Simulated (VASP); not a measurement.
# EuSe2 in VASP: single point with PBEsol

Aim: the single point of EuSe2 with PBEsol.

Everything below comes from runs of VASP 6.6.1. Logs are shortened: lines on timing, memory, paths and dates and some standing lists are left out, and cuts for length are marked.

## (1) The cell of the first run

The typed cell holds 3 atoms: a = 4.847 Å, b = 4.847 Å, c = 4.847 Å, α = 60.00°, β = 60.00°, γ = 60.00°.

## (2) Single point, PBEsol, collinear spin, ferromagnetic start

Input file INCAR:

```
ALGO = Normal
EDIFF = 1E-6
ENCUT = 520
GGA = PS
ISIF = 2
ISMEAR = 0
ISPIN = 2
LASPH = T
LCHARG = F
LMAXMIX = 6
LORBIT = 11
LREAL = F
LWAVE = F
MAGMOM = 7.06 0 0
NBANDS = 26
NELM = 150
PREC = Accurate
SIGMA = 0.05
```

Input file KPOINTS:

```
k-points
0
Gamma
  8 8 8
```

Input file POSCAR:

```
EuSe2
1.0
    2.4235788291      1.3992538894      3.9572776363
   -2.4235788291      1.3992538894      3.9572776363
    0.0000000000     -2.7985077788      3.9572776363
Eu Se
1 2
Direct
    0.0000000000      0.0000000000      0.0000000000
    0.2499832068      0.2499832068      0.2499832068
    0.7500167932      0.7500167932      0.7500167932
```

Potentials or basis: VASP PAW PBE potentials, release 64 (Eu, Se).

Launch:

```console
$ cat potpaw_PBE.64/Eu/POTCAR potpaw_PBE.64/Se/POTCAR > POTCAR
$ mpirun -np 1 vasp_std > vasp.out
```

OUTCAR:

```text
EDIFF = 1E-6
   ENCUT = 520
   GGA = PS
   ISIF = 2
   ISMEAR = 0
   ISPIN = 2
   LASPH = T
   LORBIT = 11
   LREAL = F
   NELM = 150
   PREC = Accurate

 ion  position               nearest neighbor table
   1  0.000  0.000  0.000-   2 2.97   3 2.97   3 2.97   3 2.97   2 2.97   2 2.97   3 2.97   2 2.97

   2  0.250  0.250  0.250-   1 2.97   1 2.97   1 2.97   1 2.97
   3  0.750  0.750  0.750-   1 2.97   1 2.97   1 2.97   1 2.97

  LATTYP: Found a trigonal (rhomboedric) cell.
 ALAT       =     4.8468228850
 COS(alpha) =     0.4999309270

  Lattice vectors:

 A1 = (   2.4235788291,   1.3992538894,   3.9572776363)
 A2 = (  -2.4235788291,   1.3992538894,   3.9572776363)
 A3 = (   0.0000000000,  -2.7985077788,   3.9572776363)

Analysis of symmetry for initial positions (statically):
=====================================================================
 Subroutine PRICEL returns:
 Original cell was already a primitive cell.

 Routine SETGRP: Setting up the symmetry group for a
 trigonal (rhombohedral) supercell.

 Subroutine GETGRP returns: Found 12 space group operations
 (whereof 12 operations were pure point group operations)
 out of a pool of 12 trial point group operations.

The static configuration has the point symmetry D_3d.

Analysis of symmetry for dynamics (positions and initial velocities):
=====================================================================
 Subroutine PRICEL returns:
 Original cell was already a primitive cell.

 Routine SETGRP: Setting up the symmetry group for a
 trigonal (rhombohedral) supercell.

 Subroutine GETGRP returns: Found 12 space group operations
 (whereof 12 operations were pure point group operations)
 out of a pool of 12 trial point group operations.

The dynamic configuration has the point symmetry D_3d.

Analysis of structural, dynamic, and magnetic symmetry:
=====================================================================
 Subroutine PRICEL returns:
 Original cell was already a primitive cell.

 Routine SETGRP: Setting up the symmetry group for a
 trigonal (rhombohedral) supercell.

 Subroutine GETGRP returns: Found 12 space group operations
 (whereof 12 operations were pure point group operations)
 out of a pool of 12 trial point group operations.

The overall configuration has the point symmetry D_3d.

 Subroutine INISYM returns: Found 12 space group operations
 (whereof 12 operations are pure point group operations),
 and found     1 'primitive' translations

----------------------------------------------------------------------------------------

                                     Primitive cell

  volume of cell :      80.5196

  direct lattice vectors                    reciprocal lattice vectors
     2.423578829  1.399253889  3.957277636     0.206306473  0.119111098  0.084232991
    -2.423578829  1.399253889  3.957277636    -0.206306473  0.119111098  0.084232991
     0.000000000 -2.798507779  3.957277636     0.000000000 -0.238222195  0.084232991

  length of vectors
     4.846822885  4.846822885  4.846822885     0.252675704  0.252675704  0.252675704

  position of ions in fractional coordinates (direct lattice)
     0.000000000  0.000000000  0.000000000
     0.249983207  0.249983207  0.249983207
     0.750016793  0.750016793  0.750016793

  ion indices of the primitive-cell ions
   primitive index   ion index
                 1           1
                 2           2
                 3           3

----------------------------------------------------------------------------------------

 KPOINTS: k-points

Automatic generation of k-mesh.
 Grid dimensions read from file:
 generate k-points for:    8    8    8

 Generating k-lattice:

  Cartesian coordinates                     Fractional coordinates (reciprocal lattice)
     0.025788309  0.014888887  0.010529124     0.125000000  0.000000000  0.000000000
    -0.025788309  0.014888887  0.010529124     0.000000000  0.125000000  0.000000000
     0.000000000 -0.029777774  0.010529124     0.000000000  0.000000000  0.125000000

  Length of vectors
     0.031584463  0.031584463  0.031584463

  Shift w.r.t. Gamma in fractional coordinates (k-lattice)
     0.000000000  0.000000000  0.000000000

 Subroutine IBZKPT returns following result:
 ===========================================

 Found     65 irreducible k-points:

 Following reciprocal coordinates:
            Coordinates               Weight
  0.000000  0.000000  0.000000      1.000000
  0.125000  0.000000  0.000000      6.000000
  0.250000  0.000000  0.000000      6.000000
  0.375000  0.000000  0.000000      6.000000
  0.500000  0.000000  0.000000      3.000000
  0.125000  0.125000  0.000000      6.000000
[... 16 lines left out ...]
  0.250000  0.125000  0.125000      6.000000
  0.375000  0.125000  0.125000      6.000000
 [... further k-points ...]
   k-points           NKPTS =     65   k-points in BZ     NKDIM =     65   number of bands    NBANDS=     26
   number of dos      NEDOS =    301   number of ions     NIONS =      3
   total plane-waves  NPLWV =  46656
   dimension x,y,z NGX =    36 NGY =   36 NGZ =   36
   dimension x,y,z NGXF=    72 NGYF=   72 NGZF=   72
   ions per type =               1   2
   NGX,Y,Z   is equivalent  to a cutoff of  12.35, 12.35, 12.35 a.u.
   NGXF,Y,Z  is equivalent  to a cutoff of  24.70, 24.70, 24.70 a.u.
 SYSTEM =  unknown system
   PREC   = accura    normal or accurate (medium, high low for compatibility)
   ISTART =      0    job   : 0-new  1-cont  2-samecut
   ICHARG =      2    charge: 1-file 2-atom 10-const
   ISPIN  =      2    spin polarized calculation?
   LNONCOLLINEAR =      F non collinear calculations
   LSORBIT =      F    spin-orbit coupling
   LASPH  =      T    aspherical Exc in radial PAW
   ENCUT  =  520.0 eV  38.22 Ry    6.18 a.u.   9.01  9.01  9.01*2*pi/ulx,y,z
   NELM   =    150;   NELMIN=  2; NELMDL= -5     # of ELM steps
   EDIFF  = 0.1E-05   stopping-criterion for ELM
   LREAL  =      F    real-space projection
   EDIFFG = 0.1E-04   stopping-criterion for IOM
   NSW    =      0    number of steps for IOM
   IBRION =     -1    ionic relax: 0-MD 1-quasi-New 2-CG
   NFREE  =      0    steps in history (QN), initial steepest desc. (CG)
   ISIF   =      2    stress and relaxation
   ISYM   =      2    0-nonsym 1-usesym 2-fastsym
   POTIM  = 0.5000    time-step for ionic-motion
   TEBEG  =    0.0;   TEEND  =   0.0 temperature during run
   PSTRESS=    0.0 pullay stress
   NELECT =      29.0000    total number of electrons
   NUPDOWN=      -1.0000    fix difference up-down
   EMIN   =  10.00;   EMAX   =-10.00  energy-range for DOS
   EFERMI =   0.00;   METHOD = LEGACY
   ISMEAR =     0;   SIGMA  =   0.05  broadening in eV -4-tet -1-fermi 0-gaus
   EFERMI_NEDOS =   21; number of points for ismear=-14 and -15
   IALGO  =     38    algorithm
   IMIX   =      4    mixing-type and parameters
     AMIX     =   0.40;   BMIX     =  1.00
     AMIX_MAG =   1.60;   BMIX_MAG =  1.00
  volume/ion in A,a.u.               =      26.84       181.12
  Fermi-wavevector in a.u.,A,eV,Ry     =   1.164770  2.201097 18.458891  1.356690
  Thomas-Fermi vector in A             =   2.301304
   LORBIT       =     11    0 simple, 1 ext, 2 COOP (PROOUT), +10 PAW based schemes
   GGA     = PS    functional components
   LHFCALC =     F    Hartree Fock is set to
   AEXX    =    0.0000 exact exchange contribution
   IVDW    =     0    specifies the selected vdW correction
   LEPSILON=     F    determine dielectric tensor
   LRPA    =     F    only Hartree local field effects (RPA)
 spin polarized calculation
 Gauss-broadening in eV      SIGMA  =   0.05
  energy-cutoff  :      520.00
  volume of cell :       80.52
 maximum number of plane-waves:      2200
   NGX = 17   NGY = 17   NGZ = 17

 number of electron      29.0000000 magnetization       6.2745677

 Free energy of the ion-electron system (eV)
  ---------------------------------------------------
  ext. energy  EPLUGINS =         0.00000000
  ---------------------------------------------------
  free energy    TOTEN  =       -22.86513735 eV

  energy without entropy =      -22.85787028  energy(sigma->0) =      -22.86150381

 E-fermi :   2.3658     XC(G=0):  -9.7018

 val. band max:        2.3628368287   @ k =   0.3750   0.3750   0.0000
 cond. band min:       2.3697441885   @ k =   0.3750   0.3750   0.2500
 fundamental gap:      0.0069073598
 Fermi energy:         2.3658478600

 spin component 1

 k-point     1 :       0.0000    0.0000    0.0000
  band No.  band energies     occupation
      1     -38.4990      1.00000
      2     -17.1345      1.00000
      3     -17.1343      1.00000
      4     -17.1343      1.00000
      5     -10.4854      1.00000
      6      -8.4306      1.00000
[... 18 lines left out ...]
     25       8.9455      0.00000
     26      10.1612      0.00000

 k-point     2 :       0.1250    0.0000    0.0000
  band No.  band energies     occupation
      1     -38.4987      1.00000
      2     -17.1559      1.00000
      3     -17.1366      1.00000
      4     -17.1364      1.00000
      5     -10.3760      1.00000
      6      -8.5339      1.00000
[... 18 lines left out ...]
     25       8.8090      0.00000
     26      10.4075      0.00000

 k-point     3 :       0.2500    0.0000    0.0000
  band No.  band energies     occupation
      1     -38.4978      1.00000
      2     -17.2067      1.00000
      3     -17.1419      1.00000
      4     -17.1417      1.00000
      5     -10.0956      1.00000
      6      -8.7740      1.00000
[... 572 lines left out ...]
 k-point    23 :       0.2500    0.1250    0.1250
  band No.  band energies     occupation
      1     -38.4982      1.00000
      2     -17.1821      1.00000
      3     -17.1465      1.00000
      4     -17.1380      1.00000
      5     -10.2086      1.00000
      6      -8.6784      1.00000
[... 18 lines left out ...]
     25       9.5421      0.00000
     26       9.7954      0.00000

 k-point    24 :       0.3750    0.1250    0.1250
  band No.  band energies     occupation
      1     -38.4973      1.00000
      2     -17.2247      1.00000
      3     -17.1589      1.00000
      4     -17.1433      1.00000
      5      -9.9106      1.00000
      6      -8.9086      1.00000
[... 18 lines left out ...]
     25       9.7087      0.00000
     26      10.7287      0.00000

 [... further k-points ...]

 spin component 2

 k-point     1 :       0.0000    0.0000    0.0000
  band No.  band energies     occupation
      1     -35.6002      1.00000
      2     -15.0556      1.00000
      3     -15.0553      1.00000
      4     -15.0553      1.00000
      5     -10.5415      1.00000
      6      -8.5339      1.00000
[... 18 lines left out ...]
     25       9.2481      0.00000
     26      11.0293      0.00000

 k-point     2 :       0.1250    0.0000    0.0000
  band No.  band energies     occupation
      1     -35.5997      1.00000
      2     -15.0955      1.00000
      3     -15.0589      1.00000
      4     -15.0586      1.00000
      5     -10.4153      1.00000
      6      -8.6339      1.00000
[... 18 lines left out ...]
     25       9.2053      0.00000
     26      11.1668      0.00000

 k-point     3 :       0.2500    0.0000    0.0000
  band No.  band energies     occupation
      1     -35.5984      1.00000
      2     -15.1862      1.00000
      3     -15.0668      1.00000
      4     -15.0665      1.00000
      5     -10.1079      1.00000
      6      -8.8553      1.00000
[... 572 lines left out ...]
 k-point    23 :       0.2500    0.1250    0.1250
  band No.  band energies     occupation
      1     -35.5989      1.00000
      2     -15.1434      1.00000
      3     -15.0750      1.00000
      4     -15.0610      1.00000
      5     -10.2263      1.00000
      6      -8.7720      1.00000
[... 18 lines left out ...]
     25       9.8227      0.00000
     26      10.6238      0.00000

 k-point    24 :       0.3750    0.1250    0.1250
  band No.  band energies     occupation
      1     -35.5976      1.00000
      2     -15.2176      1.00000
      3     -15.0962      1.00000
      4     -15.0689      1.00000
      5      -9.9099      1.00000
      6      -8.9769      1.00000
[... 18 lines left out ...]
     25      10.0961      0.00000
     26      11.0772      0.00000

 [... further k-points ...]
[... 5 lines left out ...]
  --------------------------------------------------------------------------------------
  -------------------------------------------------------------------------------------
  Total        0.0200767      0.0200767      0.0232153      0.0000000      0.0000000      0.0000000
  in kB        0.3994861      0.3994861      0.4619387      0.0000000      0.0000000      0.0000000
  external PRESSURE =       0.4203037 kB  Pullay stress =       0.0000000 kB

 VOLUME and BASIS-vectors are now :
 -----------------------------------------------------------------------------
  energy-cutoff  :      520.00
  volume of cell :       80.52
      direct lattice vectors                 reciprocal lattice vectors
     2.423578829  1.399253889  3.957277636     0.206306473  0.119111098  0.084232991
    -2.423578829  1.399253889  3.957277636    -0.206306473  0.119111098  0.084232991
     0.000000000 -2.798507779  3.957277636     0.000000000 -0.238222195  0.084232991

 POSITION                                       TOTAL-FORCE (eV/Angst)
 -----------------------------------------------------------------------------------
      0.00000      0.00000      0.00000         0.000000      0.000000      0.000000
      0.00000      0.00000      2.96776        -0.000000      0.000000      0.001543
      0.00000      0.00000      8.90407        -0.000000     -0.000000     -0.001543
 -----------------------------------------------------------------------------------
    total drift:                               -0.000000      0.000000     -0.000000

  FREE ENERGIE OF THE ION-ELECTRON SYSTEM (eV)
  ---------------------------------------------------
  free  energy   TOTEN  =       -22.8651373502 eV

  energy  without entropy=      -22.8578702760  energy(sigma->0) =      -22.86150381

 total charge

# of ion       s       p       d       f       tot
--------------------------------------------------
    1        2.039   5.708   0.451   6.414  14.612
    2        1.473   2.319   0.019   0.000   3.810
    3        1.473   2.319   0.019   0.000   3.810
--------------------------------------------------
tot          4.984  10.346   0.488   6.414  22.232

 magnetization (x)

# of ion       s       p       d       f       tot
--------------------------------------------------
    1       -0.007  -0.097   0.064   6.334   6.293
    2       -0.006  -0.085   0.002   0.000  -0.089
    3       -0.006  -0.085   0.002   0.000  -0.089
--------------------------------------------------
tot         -0.019  -0.267   0.067   6.334   6.115
```

It took 7.4 min on 1 thread of Intel Xeon Platinum 8259CL at 2.50GHz (Skylake/Cascade Lake), shared host; peak memory 0.41 GiB.

Results:

| Quantity | Value |
| --- | --- |
| Free energy | -22.8651 eV |
| Pressure | 0.0 GPa |
| Net moment | 6.27 μB per cell |
| Site moments | Eu +6.29; Se -0.09 μB |
| Valence electrons inside the program's atomic spheres | Eu 14.61; Se 3.81 |

Levels at points of the mesh, in eV from the Fermi level:
Spin up:
| k point | band 15 | band 16 | band 17 | band 18 | band 19 | band 20 | band 21 | band 22 |
| --- | --- | --- | --- | --- | --- | --- | --- | --- |
| (0.00, 0.00, 0.00) | -0.43 | -0.25 | 0.73 | 0.73 | 0.73 | 2.79 | 2.79 | 4.58 |
| (0.50, 0.00, 0.00) | -0.41 | -0.39 | -0.09 | -0.09 | -0.07 | 3.46 | 3.46 | 4.91 |
| (0.50, 0.50, 0.00) | -0.32 | -0.32 | -0.23 | -0.22 | 1.54 | 2.46 | 4.21 | 4.80 |
| (0.50, 0.50, 0.50) | -0.41 | -0.39 | -0.09 | -0.09 | -0.07 | 3.46 | 3.46 | 4.91 |
Spin down:
```
           k point  band 8  band 9  band 10  band 11  band 12  band 13  band 14  band 15
(0.00, 0.00, 0.00)   -3.23   -3.23     0.16     0.16     0.16     3.32     3.32     4.13
(0.50, 0.00, 0.00)   -2.43   -1.93    -1.70    -1.20    -1.20     3.85     4.12     4.12
(0.50, 0.50, 0.00)   -2.59   -2.59    -0.15    -0.15     0.84     2.88     3.98     4.13
(0.50, 0.50, 0.50)   -2.43   -1.94    -1.70    -1.20    -1.20     3.85     4.12     4.12
```

Caveat: the PAW data sets were made with another functional, which shifts forces and pressure a little; spin-orbit coupling is left out, which moves the levels of the heavy elements; a cell with one magnetic atom can't hold antiferromagnetic order, which such compounds often take; without U or exact exchange the open f shell lies at the Fermi level, which spoils levels, moments and volumes. With open d or f shells a metallic result of PBEsol can be an artefact of self-interaction; +U or a hybrid may open a gap.
